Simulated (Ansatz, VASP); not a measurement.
# One calculation of Te3O2, two programs

```
Te O
1.0
     5.18776    0.00000    0.00000
    -2.59388    4.49274    0.00000
     0.00000    0.00000    4.98267
Te O
3 2
Direct
  0.50000 0.00000 0.50000
  0.00000 0.50000 0.50000
  0.50000 0.50000 0.50000
  0.00000 0.00000 0.21968
  0.00000 0.00000 0.78032
```

Alike in both runs: task single point; functional PBE; k mesh 6 × 6 × 4; occupations gaussian, width 0.1 eV; no spin polarisation.

```csv
,VASP,Ansatz
version,VASP 6.6.1,Ansatz 0.2.0
potentials or method,"VASP PAW PBE potentials, release 64 (Te, O), cutoff 520 eV","scalar-relativistic, plane waves, PAW"
valence electrons in the cell,30,60
```

Ansatz gave:

| Item | Value |
| --- | --- |
| gap on the k mesh at the Fermi level (eV) | none |
| pressure (GPa) | 19.9 |
| traceless stress, the component that is largest in VASP (GPa) | -27.41 |
| rms of the force components (eV/Å) | 0.277 |

**Question.** Estimate VASP's values.

**Answer.** gap on the k mesh at the Fermi level (eV): none; pressure (GPa): 19.9; traceless stress, the component that is largest in VASP (GPa): -27.55; rms of the force components (eV/Å): 0.274.

Atom by atom the forces differ by 0.004 eV/Å (rms over components). A gap of «none» marks a metal or a gap that the smearing closes. VASP's potentials hold 30 valence electrons a cell and Ansatz's 60, so a difference there can come from the potentials and not from the codes.

Spin-orbit coupling is off throughout.
